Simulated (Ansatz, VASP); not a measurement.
# Fe in VASP and in Ansatz

POSCAR

```
Fe
1.0
    1.4341180426     -1.4341180426      1.4341180426
   -1.4341180426      1.4341180426      1.4341180426
   -2.8682360852     -2.8682360852      0.0000000000
Fe
2
Direct
    0.0000000000      0.0000000000      0.0000000000
    0.5000000000      0.5000000000      0.5000000000
```

INCAR.step1

```
  ALGO = Normal
  EDIFF = 1E-4
  ENCUT = 520
  GGA = PE
  ISMEAR = 0
  ISPIN = 2
  LASPH = T
  LCHARG = F
  LMAXMIX = 4
  LREAL = F
  LWAVE = T
  MAGMOM = 2.5 -2.5
  NBANDS = 19
  NELM = 150
  PREC = Accurate
  SIGMA = 0.05
```

The input INCAR.step2:

```
  ALGO = Normal
  EDIFF = 1E-7
  ENCUT = 520
  ISIF = 2
  ISMEAR = 0
  ISPIN = 2
  ISTART = 1
  LASPH = T
  LCHARG = F
  LMAXMIX = 4
  LMIXTAU = T
  LORBIT = 11
  LREAL = F
  LWAVE = F
  MAGMOM = 2.5 -2.5
  METAGGA = R2SCAN
  NBANDS = 19
  NELM = 150
  PREC = Accurate
  SIGMA = 0.05
```

File KPOINTS:

```
k-points
0
Gamma
  14 14 8
```

Input for Ansatz:

```yaml
crystal:
  lattice:
    - [1.4341180426, -1.4341180426, 1.4341180426]
    - [-1.4341180426, 1.4341180426, 1.4341180426]
    - [-2.8682360852, -2.8682360852, 0.0]
  atoms:
    - { symbol: Fe, position: [0.0, 0.0, 0.0], spin: 2.5 }
    - { symbol: Fe, position: [0.5, 0.5, 0.5], spin: -2.5 }
basis:
  ecutwfc: 500
  ecutrho_ratio: 4
kpoints:
  mp_grid: { grid: [14, 14, 8] }
hamiltonian:
  xc: r2scan
scf:
  occupations: { method: gaussian, width: 0.05 }
  lower_state_search: "off"
output:
  forces: true
  stress: true
  eigenvalues: true
  populations: true
magnetization:
  spin_polarized: true
```

Alike in both runs: task single point; functional r2SCAN; k mesh 14 × 14 × 8; occupations gaussian, width 0.05 eV; collinear spin.

|  | VASP | Ansatz |
| --- | --- | --- |
| version | VASP 6.6.1 | Ansatz 0.2.0 |
| potentials or method | VASP PAW PBE potentials, release 64 (Fe), cutoff 520 eV | scalar-relativistic, plane waves, PAW |
| valence electrons in the cell | 16 | 32 |

```tsv
	VASP	Ansatz	Ansatz less VASP
gap on the k mesh at the Fermi level (eV)	none	none	-
pressure (GPa)	-2.3	-2.3	+0.02
traceless stress, the component that is largest in VASP (GPa)	8.93	9.03	+0.092
net moment per atom (μB)	0.00	0.00	0.000
size of the moment on the site where the two differ most (μB)	2.61	2.58	-0.026
```

VASP's potentials were made for PBE, not for r2SCAN. Site moments also hang on the region over which each program counts them. A gap of «none» marks a metal or a gap that the smearing closes. VASP's potentials hold 16 valence electrons a cell and Ansatz's 32, so a difference there can come from the potentials and not from the codes. Ansatz's warnings: stability check not made.
